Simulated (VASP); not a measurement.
# AlN (F-43m) in VASP: further runs, part 2 of 2

VASP 6.6.1. Earlier steps stand in the parts before.

### Step 5. Single point, r2SCAN (strain +5.2%)

The input, POSCAR:

```
AlN
1.0
    0.0000000000      2.2978345998      2.2978345998
    2.2978345998      0.0000000000      2.2978345998
    2.2978345998      2.2978345998      0.0000000000
Al N
1 1
Direct
    0.0000000000      0.0000000000      0.0000000000
    0.7500000000      0.7500000000      0.7500000000
```

The input, INCAR.step1:

```
SYSTEM = AlN
PREC     = Accurate       ! precision mode
ENCUT    = 520            ! plane-wave cutoff, eV
ISMEAR   = 0              ! smearing method
SIGMA    = 0.01           ! smearing width, eV
LREAL    = .False.        ! projectors in reciprocal space
LASPH    = .True.         ! aspherical terms in the spheres
NELM     = 100            ! most SCF steps
NBANDS   = 11             ! bands
GGA      = PE             ! functional
ALGO     = Normal         ! electronic algorithm
EDIFF    = 1E-4           ! SCF threshold, eV
LWAVE    = .True.         ! write WAVECAR
LCHARG   = .False.        ! write CHGCAR
```

The input, INCAR.step2:

```
SYSTEM = AlN
PREC     = Accurate       ! precision mode
ENCUT    = 520            ! plane-wave cutoff, eV
EDIFF    = 1E-6           ! SCF threshold, eV
ISMEAR   = 0              ! smearing method
SIGMA    = 0.01           ! smearing width, eV
LREAL    = .False.        ! projectors in reciprocal space
LASPH    = .True.         ! aspherical terms in the spheres
NELM     = 100            ! most SCF steps
ALGO     = Normal         ! electronic algorithm
ISIF     = 2              ! what is computed and relaxed
LWAVE    = .False.        ! write WAVECAR
LCHARG   = .False.        ! write CHGCAR
METAGGA  = R2SCAN         ! meta-GGA
LMIXTAU  = .True.       
NBANDS   = 11             ! bands
ISTART   = 1
```

The input, KPOINTS:

```
regular mesh
0
Gamma
  10 10 10
  0 0 0
```

Potentials or basis: VASP PAW PBE potentials, release 64 (Al, N).

Launch:

```sh
> cat potpaw_PBE.64/Al/POTCAR potpaw_PBE.64/N/POTCAR > POTCAR
> cp INCAR.step1 INCAR
> mpirun -np 1 vasp_std > vasp.out
> cp INCAR.step2 INCAR
> mpirun -np 1 vasp_std > vasp.out
```

OUTCAR:

```text
SYSTEM = AlN
   PREC = Accurate
   ENCUT = 520
   EDIFF = 1E-6
   ISMEAR = 0
   LREAL = .False.
   LASPH = .True.
   NELM = 100
   ISIF = 2
   METAGGA = R2SCAN
   ISTART = 1

 ion  position               nearest neighbor table
   1  0.000  0.000  0.000-   2 1.99   2 1.99   2 1.99   2 1.99
   2  0.750  0.750  0.750-   1 1.99   1 1.99   1 1.99   1 1.99

  LATTYP: Found a face centered cubic cell.
 ALAT       =     4.5956691996

  Lattice vectors:

 A1 = (   0.0000000000,   2.2978345998,   2.2978345998)
 A2 = (   2.2978345998,   0.0000000000,   2.2978345998)
 A3 = (   2.2978345998,   2.2978345998,   0.0000000000)

Analysis of symmetry for initial positions (statically):
=====================================================================
 Subroutine PRICEL returns:
 Original cell was already a primitive cell.

 Routine SETGRP: Setting up the symmetry group for a
 face centered cubic supercell.

 Subroutine GETGRP returns: Found 24 space group operations
 (whereof 24 operations were pure point group operations)
 out of a pool of 48 trial point group operations.

The static configuration has the point symmetry T_d .

Analysis of symmetry for dynamics (positions and initial velocities):
=====================================================================
 Subroutine PRICEL returns:
 Original cell was already a primitive cell.

 Routine SETGRP: Setting up the symmetry group for a
 face centered cubic supercell.

 Subroutine GETGRP returns: Found 24 space group operations
 (whereof 24 operations were pure point group operations)
 out of a pool of 48 trial point group operations.

The dynamic configuration has the point symmetry T_d .

 Subroutine INISYM returns: Found 24 space group operations
 (whereof 24 operations are pure point group operations),
 and found     1 'primitive' translations

----------------------------------------------------------------------------------------

                                     Primitive cell

  volume of cell :      24.2653

  direct lattice vectors                    reciprocal lattice vectors
     0.000000000  2.297834600  2.297834600    -0.217596166  0.217596166  0.217596166
     2.297834600  0.000000000  2.297834600     0.217596166 -0.217596166  0.217596166
     2.297834600  2.297834600  0.000000000     0.217596166  0.217596166 -0.217596166

  length of vectors
     3.249628855  3.249628855  3.249628855     0.376887616  0.376887616  0.376887616

  position of ions in fractional coordinates (direct lattice)
     0.000000000  0.000000000  0.000000000
     0.750000000  0.750000000  0.750000000

  ion indices of the primitive-cell ions
   primitive index   ion index
                 1           1
                 2           2

----------------------------------------------------------------------------------------

 KPOINTS: regular mesh

Automatic generation of k-mesh.
 Grid dimensions read from file:
 generate k-points for:   10   10   10

 Generating k-lattice:

  Cartesian coordinates                     Fractional coordinates (reciprocal lattice)
    -0.021759617  0.021759617  0.021759617     0.100000000  0.000000000  0.000000000
     0.021759617 -0.021759617  0.021759617     0.000000000  0.100000000  0.000000000
     0.021759617  0.021759617 -0.021759617     0.000000000  0.000000000  0.100000000

  Length of vectors
     0.037688762  0.037688762  0.037688762

  Shift w.r.t. Gamma in fractional coordinates (k-lattice)
     0.000000000  0.000000000  0.000000000

 Subroutine IBZKPT returns following result:
 ===========================================

 Found     47 irreducible k-points:

 Following reciprocal coordinates:
            Coordinates               Weight
  0.000000  0.000000  0.000000      1.000000
  0.100000  0.000000  0.000000      8.000000
  0.200000  0.000000  0.000000      8.000000
  0.300000  0.000000  0.000000      8.000000
  0.400000  0.000000  0.000000      8.000000
  0.500000  0.000000  0.000000      4.000000
[... 16 lines left out ...]
  0.300000  0.300000  0.000000      6.000000
  0.400000  0.300000  0.000000     24.000000
 [... further k-points ...]
   k-points           NKPTS =     47   k-points in BZ     NKDIM =     47   number of bands    NBANDS=     11
   number of dos      NEDOS =    301   number of ions     NIONS =      2
   total plane-waves  NPLWV =  13824
   dimension x,y,z NGX =    24 NGY =   24 NGZ =   24
   dimension x,y,z NGXF=    48 NGYF=   48 NGZF=   48
   ions per type =               1   1
   NGX,Y,Z   is equivalent  to a cutoff of  12.28, 12.28, 12.28 a.u.
   NGXF,Y,Z  is equivalent  to a cutoff of  24.56, 24.56, 24.56 a.u.
 SYSTEM =  AlN
   PREC   = accura    normal or accurate (medium, high low for compatibility)
   ISTART =      1    job   : 0-new  1-cont  2-samecut
   ICHARG =      0    charge: 1-file 2-atom 10-const
   ISPIN  =      1    spin polarized calculation?
   LNONCOLLINEAR =      F non collinear calculations
   LSORBIT =      F    spin-orbit coupling
   LASPH  =      T    aspherical Exc in radial PAW
   ENCUT  =  520.0 eV  38.22 Ry    6.18 a.u.   6.04  6.04  6.04*2*pi/ulx,y,z
   NELM   =    100;   NELMIN=  2; NELMDL=  0     # of ELM steps
   EDIFF  = 0.1E-05   stopping-criterion for ELM
   LREAL  =      F    real-space projection
   EDIFFG = 0.1E-04   stopping-criterion for IOM
   NSW    =      0    number of steps for IOM
   IBRION =     -1    ionic relax: 0-MD 1-quasi-New 2-CG
   NFREE  =      0    steps in history (QN), initial steepest desc. (CG)
   ISIF   =      2    stress and relaxation
   ISYM   =      2    0-nonsym 1-usesym 2-fastsym
   POTIM  = 0.5000    time-step for ionic-motion
   TEBEG  =    0.0;   TEEND  =   0.0 temperature during run
   PSTRESS=    0.0 pullay stress
   NELECT =       8.0000    total number of electrons
   NUPDOWN=      -1.0000    fix difference up-down
   EMIN   =  10.00;   EMAX   =-10.00  energy-range for DOS
   EFERMI =   0.00;   METHOD = LEGACY
   ISMEAR =     0;   SIGMA  =   0.01  broadening in eV -4-tet -1-fermi 0-gaus
   EFERMI_NEDOS =   21; number of points for ismear=-14 and -15
   IALGO  =     38    algorithm
   IMIX   =      4    mixing-type and parameters
     AMIX     =   0.40;   BMIX     =  1.00
     AMIX_MAG =   1.60;   BMIX_MAG =  1.00
  volume/ion in A,a.u.               =      12.13        81.88
  Fermi-wavevector in a.u.,A,eV,Ry     =   1.130948  2.137182 17.402449  1.279044
  Thomas-Fermi vector in A             =   2.267646
   LORBIT       =      0    0 simple, 1 ext, 2 COOP (PROOUT), +10 PAW based schemes
   METAGGA = R2SCAN    functional components
   LHFCALC =     F    Hartree Fock is set to
   AEXX    =    0.0000 exact exchange contribution
   IVDW    =     0    specifies the selected vdW correction
   LEPSILON=     F    determine dielectric tensor
   LRPA    =     F    only Hartree local field effects (RPA)
 non-spin polarized calculation
 Gauss-broadening in eV      SIGMA  =   0.01
  energy-cutoff  :      520.00
  volume of cell :       24.27
 maximum number of plane-waves:       666
   NGX = 13   NGY = 13   NGZ = 13

 number of electron       7.9999998 magnetization

 Free energy of the ion-electron system (eV)
  ---------------------------------------------------
  ext. energy  EPLUGINS =         0.00000000
  ---------------------------------------------------
  free energy    TOTEN  =       -18.88894883 eV

  energy without entropy =      -18.88894883  energy(sigma->0) =      -18.88894883

 E-fermi :   4.4056     XC(G=0): -10.7481

 val. band max:        4.3596585635   @ k =   0.0000   0.0000   0.0000
 cond. band min:       7.8948981538   @ k =   0.0000   0.0000   0.0000
 fundamental gap:      3.5352395902
 Fermi energy:         4.4056227886

 k-point     1 :       0.0000    0.0000    0.0000
  band No.  band energies     occupation
      1     -10.5523      2.00000
      2       4.3597      2.00000
      3       4.3597      2.00000
      4       4.3597      2.00000
      5       7.8949      0.00000
      6      16.3825      0.00000
      7      16.3825      0.00000
      8      16.3825      0.00000
      9      21.6686      0.00000
     10      21.6686      0.00000
     11      23.0687      0.00000
[... 309 lines left out ...]
 k-point    24 :       0.4000    0.3000    0.0000
  band No.  band energies     occupation
      1      -8.9543      2.00000
      2       0.4733      2.00000
      3       2.8012      2.00000
      4       3.0607      2.00000
      5       9.5350      0.00000
      6      13.6477      0.00000
      7      15.9426      0.00000
      8      18.3604      0.00000
      9      18.8168      0.00000
     10      25.0533      0.00000
     11      26.5079      0.00000

 [... further k-points ...]

------------------------ aborting loop because EDIFF is reached ----------------------------------------

  FORCE on cell =-STRESS in cart. coord.  units (eV):
  Direction    XX          YY          ZZ          XY          YZ          ZX
  --------------------------------------------------------------------------------------
  -------------------------------------------------------------------------------------
  Total       -3.6451329     -3.6451329     -3.6451329      0.0000000     -0.0000000      0.0000000
  in kB     -240.6787026   -240.6787026   -240.6787026      0.0000000     -0.0000000      0.0000000
  external PRESSURE =    -240.6787026 kB  Pullay stress =       0.0000000 kB

 VOLUME and BASIS-vectors are now :
 -----------------------------------------------------------------------------
  energy-cutoff  :      520.00
  volume of cell :       24.27
      direct lattice vectors                 reciprocal lattice vectors
     0.000000000  2.297834600  2.297834600    -0.217596166  0.217596166  0.217596166
     2.297834600  0.000000000  2.297834600     0.217596166 -0.217596166  0.217596166
     2.297834600  2.297834600  0.000000000     0.217596166  0.217596166 -0.217596166

 POSITION                                       TOTAL-FORCE (eV/Angst)
 -----------------------------------------------------------------------------------
      0.00000      0.00000      0.00000        -0.000000     -0.000000     -0.000000
      3.44675      3.44675      3.44675         0.000000      0.000000      0.000000
 -----------------------------------------------------------------------------------
    total drift:                               -0.000004     -0.000004     -0.000004

  FREE ENERGIE OF THE ION-ELECTRON SYSTEM (eV)
  ---------------------------------------------------
  free  energy   TOTEN  =       -18.8889488252 eV

  energy  without entropy=      -18.8889488252  energy(sigma->0) =      -18.88894883
```

Run time: 26 s. Hardware: 1 thread of Intel Xeon 6975P-C, shared host; peak memory 0.14 GiB.

Results:

```yaml
Free_energy: -18.8889 eV
Pressure: -24.1 GPa
Band_gap_on_the_k_mesh: 3.54 eV, direct
```

Levels at points of the mesh, in eV from the valence-band top:
```tsv
k point	band 1	band 2	band 3	band 4	band 5	band 6	band 7	band 8
(0.00, 0.00, 0.00)	-14.91	0.00	0.00	0.00	3.54	12.02	12.02	12.02
(0.50, 0.00, 0.00)	-13.31	-5.29	-0.47	-0.47	6.80	9.73	10.97	10.97
(0.50, 0.50, 0.00)	-12.82	-4.51	-1.64	-1.64	3.80	8.49	13.20	15.05
```

Caveat: the cell differs from its parent crystal (strain +5.2%); the PAW data sets were made with another functional, which shifts forces and pressure a little.

### Step 6. Overview

| level | cell | smearing | gap on the mesh (eV) | pressure (GPa) |
| --- | --- | --- | --- | --- |
| PBE | a = 3.213 Å, angles 60.0°, 2 atoms | fermi-dirac 0.02 eV | 3.19 | -15.3 |
| PBE | a = 3.250 Å, angles 60.0°, 2 atoms | fermi-dirac 0.02 eV | 2.91 | -19.4 |
| r2SCAN | a = 3.213 Å, angles 60.0°, 2 atoms | gaussian 0.01 eV | 3.83 | -20.0 |
| r2SCAN | a = 3.250 Å, angles 60.0°, 2 atoms | gaussian 0.01 eV | 3.54 | -24.1 |

Alike in all rows: task single point; potentials or basis VASP PAW PBE potentials, release 64 (Al, N); no spin polarisation; k mesh 10 × 10 × 10; cutoff (eV) 520.

Caveats: the PAW data sets were made with another functional, which shifts forces and pressure a little (some runs).

Total energies depend on the potentials used, so only differences within one code and one set of settings carry meaning.
